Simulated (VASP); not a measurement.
# MgS (Fm-3m) in VASP: vibrations by perturbation theory with PBE

Aim: the vibrations by perturbation theory of MgS with PBE.

Program: VASP 6.6.1. These are calculated values, not measurements. Logs are shortened: lines on timing, memory, paths and dates and some standing lists are left out, and cuts for length are marked.

## (1) The cell of the first run

The structure is cubic, space group Fm-3m (No. 225). Conventional cell: a = 5.015 Å, b = 5.015 Å, c = 5.015 Å, α = 90.00°, β = 90.00°, γ = 90.00°. Mg (site symmetry m-3m) has 6 S at 2.51 Å within 3.3 Å. Within 3.3 Å of S (site symmetry m-3m) lie 6 Mg at 2.51 Å.

## (2) Vibrations by perturbation theory, PBE

The input, INCAR:

```
ALGO = Normal
EDIFF = 1E-8
ENCUT = 520
GGA = PE
IBRION = 8
ISIF = 2
ISMEAR = 0
LASPH = T
LCHARG = T
LEPSILON = T
LREAL = F
LWAVE = F
NELM = 100
NSW = 1
PREC = Accurate
SIGMA = 0.01
```

The input, KPOINTS:

```
k-points
0
Gamma
  8 8 8
```

The input, POSCAR:

```
MgS
1.0
    0.0000000000      2.5076982378      2.5076982378
    2.5076982378      0.0000000000      2.5076982378
    2.5076982378      2.5076982378      0.0000000000
Mg S
1 1
Direct
    0.0000000000      0.0000000000      0.0000000000
    0.5000000000      0.5000000000      0.5000000000
```

Potentials or basis: VASP PAW PBE potentials, release 64 (Mg, S).

On the command line:

```
$ cat potpaw_PBE.64/Mg/POTCAR potpaw_PBE.64/S/POTCAR > POTCAR
$ mpirun -np 1 vasp_std > vasp.out
```

OUTCAR:

```text
EDIFF = 1E-8
   ENCUT = 520
   GGA = PE
   IBRION = 8
   ISIF = 2
   ISMEAR = 0
   LASPH = T
   LEPSILON = T
   LREAL = F
   NELM = 100
   NSW = 1
   PREC = Accurate

 ion  position               nearest neighbor table
   1  0.000  0.000  0.000-   2 2.51   2 2.51   2 2.51   2 2.51   2 2.51   2 2.51
   2  0.500  0.500  0.500-   1 2.51   1 2.51   1 2.51   1 2.51   1 2.51   1 2.51

  LATTYP: Found a face centered cubic cell.
 ALAT       =     5.0153964756

  Lattice vectors:

 A1 = (   0.0000000000,   2.5076982378,   2.5076982378)
 A2 = (   2.5076982378,   0.0000000000,   2.5076982378)
 A3 = (   2.5076982378,   2.5076982378,   0.0000000000)

Analysis of symmetry for initial positions (statically):
=====================================================================
 Subroutine PRICEL returns:
 Original cell was already a primitive cell.

 Routine SETGRP: Setting up the symmetry group for a
 face centered cubic supercell.

 Subroutine GETGRP returns: Found 48 space group operations
[... 9 lines left out ...]

 Routine SETGRP: Setting up the symmetry group for a
 face centered cubic supercell.

 Subroutine GETGRP returns: Found 48 space group operations
[... 11 lines left out ...]
                                     Primitive cell

  volume of cell :      31.5396

  direct lattice vectors                    reciprocal lattice vectors
     0.000000000  2.507698238  2.507698238    -0.199386032  0.199386032  0.199386032
     2.507698238  0.000000000  2.507698238     0.199386032 -0.199386032  0.199386032
     2.507698238  2.507698238  0.000000000     0.199386032  0.199386032 -0.199386032

  length of vectors
     3.546420858  3.546420858  3.546420858     0.345346737  0.345346737  0.345346737

  position of ions in fractional coordinates (direct lattice)
     0.000000000  0.000000000  0.000000000
     0.500000000  0.500000000  0.500000000

  ion indices of the primitive-cell ions
   primitive index   ion index
                 1           1
                 2           2

----------------------------------------------------------------------------------------

 KPOINTS: k-points

Automatic generation of k-mesh.
 Grid dimensions read from file:
 generate k-points for:    8    8    8

 Generating k-lattice:

  Cartesian coordinates                     Fractional coordinates (reciprocal lattice)
    -0.024923254  0.024923254  0.024923254     0.125000000  0.000000000  0.000000000
     0.024923254 -0.024923254  0.024923254     0.000000000  0.125000000  0.000000000
     0.024923254  0.024923254 -0.024923254     0.000000000  0.000000000  0.125000000

  Length of vectors
     0.043168342  0.043168342  0.043168342

  Shift w.r.t. Gamma in fractional coordinates (k-lattice)
     0.000000000  0.000000000  0.000000000

 Subroutine IBZKPT returns following result:
 ===========================================

 Found     29 irreducible k-points:

 Following reciprocal coordinates:
            Coordinates               Weight
  0.000000  0.000000  0.000000      1.000000
  0.125000  0.000000  0.000000      8.000000
  0.250000  0.000000  0.000000      8.000000
  0.375000  0.000000  0.000000      8.000000
[... 389 lines left out ...]
           0.000000     0.000000     6.001514
 ------------------------------------------------------

 Free energy of the ion-electron system (eV)
  ---------------------------------------------------
  ---------------------------------------------------
  free energy    TOTEN  =        -0.42723891 eV

  energy without entropy =       -0.42723891

------------------------ aborting loop because EDIFF is reached ----------------------------------------

--------------------------------------- Ionic step        2  -------------------------------------------

------------------------ aborting loop because EDIFF is reached ----------------------------------------

--------------------------------------- Ionic step        3  -------------------------------------------

------------------------ aborting loop because EDIFF is reached ----------------------------------------

 PIEZOELECTRIC TENSOR FIELD DIRECTION 3  (e Angst)
 -----------------------------------------------------------------------------
     0.00014  0.00000  0.00000           (  0.00001  0.00000  0.00000)
     0.00000  0.00014 -0.00000           (  0.00000  0.00001  0.00000)
     0.00000  0.00000 -0.00172           (  0.00000  0.00000  0.00000)

 PIEZOELECTRIC TENSOR FIELD DIRECTION 3  (C/m^2)
 -----------------------------------------------------------------------------
     0.00007  0.00000  0.00000
     0.00000  0.00007 -0.00000
     0.00000  0.00000 -0.00088

--------------------------------------- Ionic step        4  -------------------------------------------

------------------------ aborting loop because EDIFF is reached ----------------------------------------

[... ionic steps 5 to 6 ...]

--------------------------------------- Ionic step        7  -------------------------------------------

 Free energy of the ion-electron system (eV)
  ---------------------------------------------------
  ---------------------------------------------------
  free energy    TOTEN  =        -0.10658906 eV

  energy without entropy =       -0.10658906

------------------------ aborting loop because EDIFF is reached ----------------------------------------

 INTERNAL STRAIN TENSOR  FOR ION    2  DIRECTION 1   (eV/Angst):
 -----------------------------------------------------------------------------
    -0.01425 -0.00000  0.00000
    -0.00000  0.01646  0.00000
     0.00000  0.00000  0.01646

 MACROSCOPIC STATIC DIELECTRIC TENSOR (including local field effects in DFT)
 ------------------------------------------------------
           5.447392     0.000000    -0.000000
           0.000000     5.447392    -0.000000
           0.000000     0.000000     5.447392
 ------------------------------------------------------

 PIEZOELECTRIC TENSOR (including local field effects)  for field in x, y, z        (e  Angst)
          XX          YY          ZZ          XY          YZ          ZX
  --------------------------------------------------------------------------------
  x     0.00000     0.00000     0.00000     0.00000     0.00000     0.00000
  y     0.00000     0.00000     0.00000     0.00000     0.00000     0.00000
  z     0.00000     0.00000     0.00000     0.00000     0.00000     0.00000

 PIEZOELECTRIC TENSOR (including local field effects)  for field in x, y, z        (C/m^2)
          XX          YY          ZZ          XY          YZ          ZX
  --------------------------------------------------------------------------------
  x     0.00000     0.00000     0.00000     0.00000     0.00000     0.00000
  y     0.00000     0.00000     0.00000     0.00000     0.00000     0.00000
  z     0.00000     0.00000     0.00000     0.00000     0.00000     0.00000

 BORN EFFECTIVE CHARGES (including local field effects) (in |e|, cummulative output)
 ---------------------------------------------------------------------------------
 ion    1
    1     2.22612    -0.00000     0.00000
    2     0.00000     2.22612    -0.00000
    3    -0.00000     0.00000     2.22612
 ion    2
    1    -2.22612     0.00000     0.00000
    2    -0.00000    -2.22612     0.00000
    3     0.00000     0.00000    -2.22612

 INTERNAL STRAIN TENSOR FOR ION    2 for displacements in x,y,z  (eV/Angst):
          X           Y           Z          XY          YZ          ZX
  --------------------------------------------------------------------------------
  x     0.00000     0.00000     0.00000     0.00000     0.00000     0.00000
  y     0.00000     0.00000     0.00000     0.00000     0.00000     0.00000
  z     0.00000     0.00000     0.00000     0.00000     0.00000     0.00000

 SECOND DERIVATIVES (NOT SYMMETRIZED)
 ------------------------------------
               1X          1Y          1Z          2X          2Y          2Z
  1X    -4.912744    0.000000    0.000000    4.912744    0.000000    0.000000
  1Y     0.000000   -4.912744    0.000000    0.000000    4.912744    0.000000
  1Z     0.000000    0.000000   -4.912744    0.000000    0.000000    4.912744
  2X     4.915868    0.000000    0.000000   -4.915868    0.000000    0.000000
  2Y     0.000000    4.915868    0.000000    0.000000   -4.915868    0.000000
  2Z     0.000000    0.000000    4.915868    0.000000    0.000000   -4.915868

 Eigenvectors and eigenvalues of the dynamical matrix
 ----------------------------------------------------

   1 f  =    9.320302 THz    58.561186 2PiTHz  310.891816 cm-1    38.545655 meV
             X         Y         Z           dx          dy          dz
      0.000000  0.000000  0.000000     0.754111    0.000000    0.000000
      2.507698  2.507698  2.507698    -0.656748    0.000000    0.000000
[... 21 lines left out ...]
   6 f/i=    0.001467 THz     0.009217 2PiTHz    0.048930 cm-1     0.006067 meV
             X         Y         Z           dx          dy          dz
      0.000000  0.000000  0.000000    -0.078480    0.338297    0.557417
      2.507698  2.507698  2.507698    -0.090115    0.388450    0.640054

--------------------------------------------------------------------------------------------------------

 MACROSCOPIC STATIC DIELECTRIC TENSOR IONIC CONTRIBUTION
 ------------------------------------------------------
           5.785546     0.000000    -0.000000
           0.000000     5.785546    -0.000000
          -0.000000    -0.000000     5.785546
 ------------------------------------------------------

 ELASTIC MODULI CONTR FROM IONIC RELAXATION (kBar)
 Direction    XX          YY          ZZ          XY          YZ          ZX
 --------------------------------------------------------------------------------
 XX           0.0000      0.0000      0.0000      0.0000      0.0000      0.0000
 YY           0.0000      0.0000      0.0000      0.0000      0.0000      0.0000
 ZZ           0.0000      0.0000      0.0000      0.0000      0.0000      0.0000
 XY           0.0000      0.0000      0.0000      0.0000      0.0000      0.0000
 YZ           0.0000      0.0000      0.0000      0.0000      0.0000      0.0000
 ZX           0.0000      0.0000      0.0000      0.0000      0.0000      0.0000
 --------------------------------------------------------------------------------

 PIEZOELECTRIC TENSOR IONIC CONTR  for field in x, y, z        (C/m^2)
          XX          YY          ZZ          XY          YZ          ZX
  --------------------------------------------------------------------------------
  x     0.00000     0.00000     0.00000     0.00000     0.00000     0.00000
  y     0.00000     0.00000     0.00000     0.00000     0.00000     0.00000
  z     0.00000     0.00000     0.00000     0.00000     0.00000     0.00000
```

It took 79 s on 1 thread of AMD EPYC 9R45 (Zen 5), shared host; peak memory 0.17 GiB.

Results:

```
Electronic dielectric tensor (diagonal)                 : 5.45
Born charges (mean of the diagonal)                     : Mg +2.23; S -2.23 e
Highest phonon frequency at Γ, LO-TO splitting left out : 311 cm⁻¹
```

Phonon frequencies in cm⁻¹ (negative: imaginary):
| q point | frequencies |
| --- | --- |
| (0.000, 0.000, 0.000) | 0 0 0 311 311 311 |

Electronic dielectric tensor:
```
5.45 0.00 0.00
0.00 5.45 0.00
0.00 0.00 5.45
```

Born effective charge tensors (e):
atom 1, Mg
```
2.23 0.00 0.00
0.00 2.23 0.00
0.00 0.00 2.23
```
atom 2, S
```
-2.23  0.00  0.00
 0.00 -2.23  0.00
 0.00  0.00 -2.23
```

Caveat: the cell wasn't relaxed at this level first, which shifts response properties.
